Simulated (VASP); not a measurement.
# P (I4_1/amd) in VASP: further runs

Runs on P. Level: PBE. Tasks: relaxation of cell and atoms.

Everything below comes from runs of VASP 6.6.1. Logs are shortened: lines on timing, memory, paths and dates and some standing lists are left out, and cuts for length are marked.

### 1 The cell of the first run

The structure is tetragonal, space group I4_1/amd (No. 141). The conventional cell has a = 4.727 Å, b = 4.727 Å, c = 2.600 Å, α = 90.00°, β = 90.00°, γ = 90.00°. P (site symmetry -4m2) has 10 P at 2.45 to 3.06 Å within 3.2 Å.

### 2 Relaxation of cell and atoms, PBE, target pressure 2.2 GPa, at which the enthalpy is minimised

The input, INCAR:

```
SYSTEM = P
PREC     = Accurate       ! precision mode
ENCUT    = 600            ! plane-wave cutoff, eV
EDIFF    = 1E-6           ! SCF threshold, eV
ISMEAR   = -1             ! smearing method
SIGMA    = 0.05           ! smearing width, eV
LREAL    = .FALSE.        ! projectors in reciprocal space
LASPH    = .TRUE.         ! aspherical terms in the spheres
NELM     = 80             ! most SCF steps
ALGO     = Normal         ! electronic algorithm
ISIF     = 3              ! what is computed and relaxed
LWAVE    = .FALSE.        ! write WAVECAR
LCHARG   = .FALSE.        ! write CHGCAR
GGA      = PE             ! functional
IBRION   = 2              ! ionic algorithm
NSW      = 60             ! ionic steps
EDIFFG   = -0.005         ! ionic threshold
PSTRESS  = 22.0
```

The input, KPOINTS:

```
regular mesh
0
G
  17 17 17
  0 0 0
```

The input, POSCAR:

```
P
1.0
   -2.3636129116      2.3636129116      1.2999871014
    2.3636129116     -2.3636129116      1.2999871014
    2.3636129116      2.3636129116     -1.2999871014
P
2
Direct
   -0.3750000000     -0.1250000000     -0.2500000000
    0.3750000000      0.1250000000      0.2500000000
```

Potentials or basis: VASP PAW PBE potentials, release 64 (P).

On the command line:

```sh
cat potpaw_PBE.64/P/POTCAR > POTCAR
mpirun -np 1 vasp_std > vasp.out
```

OUTCAR:

```text
SYSTEM = P
   PREC = Accurate
   ENCUT = 600
   EDIFF = 1E-6
   ISMEAR = -1
   LREAL = .FALSE.
   LASPH = .TRUE.
   NELM = 80
   ISIF = 3
   GGA = PE
   IBRION = 2
   NSW = 60
   EDIFFG = -0.005
   PSTRESS = 22.0

 ion  position               nearest neighbor table
   1  0.625  0.875  0.750-   2 2.45   2 2.45   2 2.45   2 2.45
   2  0.375  0.125  0.250-   1 2.45   1 2.45   1 2.45   1 2.45

  LATTYP: Found a body centered tetragonal cell.
 ALAT       =     4.7272258232
 C/A-ratio  =     0.5500000000

  Lattice vectors:

 A1 = (  -2.3636129116,   2.3636129116,   1.2999871014)
 A2 = (   2.3636129116,  -2.3636129116,   1.2999871014)
 A3 = (   2.3636129116,   2.3636129116,  -1.2999871014)

Analysis of symmetry for initial positions (statically):
=====================================================================
 Subroutine PRICEL returns:
 Original cell was already a primitive cell.

 Routine SETGRP: Setting up the symmetry group for a
 body centered tetragonal supercell.

 Subroutine GETGRP returns: Found 16 space group operations
 (whereof  4 operations were pure point group operations)
 out of a pool of 16 trial point group operations.

The static configuration has the point symmetry C_2h.
 The point group associated with its full space group is D_4h.

Analysis of symmetry for dynamics (positions and initial velocities):
=====================================================================
 Subroutine PRICEL returns:
 Original cell was already a primitive cell.

 Routine SETGRP: Setting up the symmetry group for a
 body centered tetragonal supercell.

 Subroutine GETGRP returns: Found 16 space group operations
 (whereof  4 operations were pure point group operations)
 out of a pool of 16 trial point group operations.

The dynamic configuration has the point symmetry C_2h.
 The point group associated with its full space group is D_4h.

 Subroutine INISYM returns: Found 16 space group operations
 (whereof  4 operations are pure point group operations),
 and found     1 'primitive' translations

----------------------------------------------------------------------------------------

                                     Primitive cell

  volume of cell :      29.0504

  direct lattice vectors                    reciprocal lattice vectors
    -2.363612912  2.363612912  1.299987101     0.000000000  0.211540560  0.384619201
     2.363612912 -2.363612912  1.299987101     0.211540560  0.000000000  0.384619201
     2.363612912  2.363612912 -1.299987101     0.211540560  0.211540560  0.000000000

  length of vectors
     3.586544082  3.586544082  3.586544082     0.438954825  0.438954825  0.299163530

  position of ions in fractional coordinates (direct lattice)
     0.625000000  0.875000000  0.750000000
     0.375000000  0.125000000  0.250000000

  ion indices of the primitive-cell ions
   primitive index   ion index
                 1           1
                 2           2

----------------------------------------------------------------------------------------

 KPOINTS: regular mesh

Automatic generation of k-mesh.
 Grid dimensions read from file:
 generate k-points for:   17   17   17

 Generating k-lattice:

  Cartesian coordinates                     Fractional coordinates (reciprocal lattice)
     0.000000000  0.012443562  0.022624659     0.058823529 -0.000000000  0.000000000
     0.012443562  0.000000000  0.022624659    -0.000000000  0.058823529  0.000000000
     0.012443562  0.012443562  0.000000000     0.000000000  0.000000000  0.058823529

  Length of vectors
     0.025820872  0.025820872  0.017597855

  Shift w.r.t. Gamma in fractional coordinates (k-lattice)
     0.000000000  0.000000000  0.000000000

 Subroutine IBZKPT returns following result:
 ===========================================

 Found    405 irreducible k-points:

 Following reciprocal coordinates:
            Coordinates               Weight
  0.000000  0.000000  0.000000      1.000000
  0.058824  0.000000  0.000000      8.000000
  0.117647  0.000000  0.000000      8.000000
  0.176471  0.000000 -0.000000      8.000000
  0.235294  0.000000  0.000000      8.000000
  0.294118  0.000000  0.000000      8.000000
[... 16 lines left out ...]
 -0.176471  0.058824  0.000000     16.000000
 -0.117647  0.058824 -0.000000     16.000000
 [... further k-points ...]
   k-points           NKPTS =    405   k-points in BZ     NKDIM =    405   number of bands    NBANDS=      9
   number of dos      NEDOS =    301   number of ions     NIONS =      2
   total plane-waves  NPLWV =  27000
   dimension x,y,z NGX =    30 NGY =   30 NGZ =   30
   dimension x,y,z NGXF=    60 NGYF=   60 NGZF=   60
   ions per type =               2
   NGX,Y,Z   is equivalent  to a cutoff of  13.91, 13.91, 13.91 a.u.
   NGXF,Y,Z  is equivalent  to a cutoff of  27.81, 27.81, 27.81 a.u.
 SYSTEM =  P
   PREC   = accura    normal or accurate (medium, high low for compatibility)
   ISTART =      0    job   : 0-new  1-cont  2-samecut
   ICHARG =      2    charge: 1-file 2-atom 10-const
   ISPIN  =      1    spin polarized calculation?
   LNONCOLLINEAR =      F non collinear calculations
   LSORBIT =      F    spin-orbit coupling
   LASPH  =      T    aspherical Exc in radial PAW
   ENCUT  =  600.0 eV  44.10 Ry    6.64 a.u.   7.16  7.16  7.16*2*pi/ulx,y,z
   NELM   =     80;   NELMIN=  2; NELMDL= -5     # of ELM steps
   EDIFF  = 0.1E-05   stopping-criterion for ELM
   LREAL  =      F    real-space projection
   EDIFFG = -.5E-02   stopping-criterion for IOM
   NSW    =     60    number of steps for IOM
   IBRION =      2    ionic relax: 0-MD 1-quasi-New 2-CG
   NFREE  =      1    steps in history (QN), initial steepest desc. (CG)
   ISIF   =      3    stress and relaxation
   ISYM   =      2    0-nonsym 1-usesym 2-fastsym
   POTIM  = 0.5000    time-step for ionic-motion
   TEBEG  =    0.0;   TEEND  =   0.0 temperature during run
   PSTRESS=   22.0 pullay stress
   NELECT =      10.0000    total number of electrons
   NUPDOWN=      -1.0000    fix difference up-down
   EMIN   =  10.00;   EMAX   =-10.00  energy-range for DOS
   EFERMI =   0.00;   METHOD = LEGACY
   ISMEAR =    -1;   SIGMA  =   0.05  broadening in eV -4-tet -1-fermi 0-gaus
   EFERMI_NEDOS =   21; number of points for ismear=-14 and -15
   IALGO  =     38    algorithm
   IMIX   =      4    mixing-type and parameters
     AMIX     =   0.40;   BMIX     =  1.00
     AMIX_MAG =   1.60;   BMIX_MAG =  1.00
  volume/ion in A,a.u.               =      14.53        98.02
  Fermi-wavevector in a.u.,A,eV,Ry     =   1.147337  2.168152 17.910460  1.316382
  Thomas-Fermi vector in A             =   2.284017
   LORBIT       =      0    0 simple, 1 ext, 2 COOP (PROOUT), +10 PAW based schemes
   GGA     = PE    functional components
   LHFCALC =     F    Hartree Fock is set to
   AEXX    =    0.0000 exact exchange contribution
   IVDW    =     0    specifies the selected vdW correction
   LEPSILON=     F    determine dielectric tensor
   LRPA    =     F    only Hartree local field effects (RPA)
 conjugate gradient relaxation of ions
 non-spin polarized calculation
  energy-cutoff  :      600.00
  volume of cell :       29.05
 maximum number of plane-waves:       990
 NGX is ok and might be reduce to    30
   NGX = 15   NGY = 15   NGZ = 15

--------------------------------------- Ionic step        1  -------------------------------------------

 number of electron      10.0000000 magnetization

 number of electron       9.9999999 magnetization

 Free energy of the ion-electron system (eV)
  ---------------------------------------------------
  ext. energy  EPLUGINS =         0.00000000
  ---------------------------------------------------
  free energy    TOTEN  =        -9.91359863 eV

  energy without entropy =       -9.90693908  energy(sigma->0) =       -9.91026885

------------------------ aborting loop because EDIFF is reached ----------------------------------------

  FORCE on cell =-STRESS in cart. coord.  units (eV):
  Direction    XX          YY          ZZ          XY          YZ          ZX
  --------------------------------------------------------------------------------------
  -------------------------------------------------------------------------------------
  Total        0.9666501      0.9666501      0.1570691      0.0000000      0.0000000     -0.0000000
  in kB       53.3123896     53.3123896      8.6626265      0.0000000      0.0000000     -0.0000000
  external PRESSURE =      16.4291352 kB  Pullay stress =      22.0000000 kB
[... 97 lines left out ...]
  energy  without entropy=       -9.9416377157  energy(sigma->0) =       -9.94425059

  enthalpy is  TOTEN    =        -9.5310004024 eV   P V=        0.4158630644

[... ionic steps 4 to 8 ...]

--------------------------------------- Ionic step        9  -------------------------------------------

 number of electron      10.0000001 magnetization

------------------------ aborting loop because EDIFF is reached ----------------------------------------
[... 71 lines left out ...]
--------------------------------------- Ionic step       11  -------------------------------------------

 number of electron      10.0000001 magnetization

 Free energy of the ion-electron system (eV)
  ---------------------------------------------------
  ext. energy  EPLUGINS =         0.00000000
  ---------------------------------------------------
  free energy    TOTEN  =        -9.94921689 eV

  energy without entropy =       -9.94524681  energy(sigma->0) =       -9.94723185

 E-fermi :   9.7649     XC(G=0): -11.3186

 val. band max:        9.7609399838   @ k =  -0.2941   0.2941   0.1765
 cond. band min:       9.7776019225   @ k =   0.4118   0.4118  -0.0000
 fundamental gap:      0.0166619387
 Fermi energy:         9.7648635047

 k-point     1 :       0.0000    0.0000    0.0000
  band No.  band energies     occupation
      1      -6.7656      2.00000
      2       2.4491      2.00000
      3       4.6206      2.00000
      4       4.6206      2.00000
      5      10.8293      0.00000
      6      14.5405      0.00000
      7      14.5405      0.00000
      8      15.6719      0.00000
      9      16.5146      0.00000
[... 265 lines left out ...]
 k-point    24 :      -0.1176    0.0588   -0.0000
  band No.  band energies     occupation
      1      -6.5880      2.00000
      2       1.8119      2.00000
      3       4.6098      2.00000
      4       5.3607      2.00000
      5      11.3912      0.00000
      6      13.1973      0.00000
      7      14.2938      0.00000
      8      15.4273      0.00000
      9      15.6983      0.00000

 [... further k-points ...]

------------------------ aborting loop because EDIFF is reached ----------------------------------------

  FORCE on cell =-STRESS in cart. coord.  units (eV):
  Direction    XX          YY          ZZ          XY          YZ          ZX
  --------------------------------------------------------------------------------------
  -------------------------------------------------------------------------------------
  Total        0.4052435      0.4052435      0.4051373      0.0000000      0.0000000      0.0000000
  in kB       22.1196211     22.1196211     22.1138209      0.0000000      0.0000000      0.0000000
  external PRESSURE =       0.1176877 kB  Pullay stress =      22.0000000 kB
[... 21 lines left out ...]
  energy  without entropy=       -9.9452468087  energy(sigma->0) =       -9.94723185

  enthalpy is  TOTEN    =        -9.5461648956 eV   P V=        0.4030519917

 reached required accuracy - stopping structural energy minimisation
```

It took 5.1 min on 1 thread of Intel Xeon 6975P-C (Granite Rapids), shared host; peak memory 0.25 GiB.

Results:

| Property | Result |
| --- | --- |
| Free energy | -9.9492 eV |
| Relaxed volume | 14.68 Å³/atom |
| Relaxed cell | a = 3.646 Å, b = 3.646 Å, c = 3.646 Å, α = 96.76°, β = 96.76°, γ = 139.87° |
| Space group after relaxing (to 0.1 Å) | I4_1/amd (No. 141) |
| Energy change on relaxing (the run minimises the enthalpy) | -17.8 meV/atom |
| Ionic steps | 11 |
| Pressure after relaxing | 2.2 GPa |
| Band gap on the k mesh | zero (bands 5 and 6 overlap by 7.69 eV) |

The path:
| step | energy change (eV) | largest force (eV/Å) | pressure (GPa) | volume (Å³) |
| --- | --- | --- | --- | --- |
| 1 | 0.0000 | 0.0000 | 3.84 | 29.05 |
| 2 | -0.0218 | 0.0000 | 1.42 | 29.68 |
| 3 | -0.0333 | 0.0000 | -0.80 | 30.29 |
| 4 | -0.0312 | 0.0000 | -0.15 | 30.10 |
| 5 | -0.0376 | 0.0000 | -0.23 | 30.07 |
| 6 | -0.0399 | 0.0000 | -0.17 | 30.04 |
| 7 | -0.0387 | 0.0000 | 1.17 | 29.64 |
| 8 | -0.0358 | 0.0000 | 2.15 | 29.37 |
| 9 | -0.0356 | 0.0000 | 2.21 | 29.35 |
| 10 | -0.0356 | 0.0000 | 2.21 | 29.35 |
| 11 | -0.0356 | 0.0000 | 2.21 | 29.35 |

Final structure:
```yaml
crystal:
  lattice:
    - [-2.42183, 2.42183, 1.25113]
    - [2.42183, -2.42183, 1.25113]
    - [2.42183, 2.42183, -1.25113]
  atoms:
    - { symbol: P, position: [0.62500, 0.87500, 0.75000] }
    - { symbol: P, position: [0.37500, 0.12500, 0.25000] }
```

Caveat: the cell is relaxed towards a set pressure, so the run minimises the enthalpy, not the energy.

(Continued in part 2 of 2.)
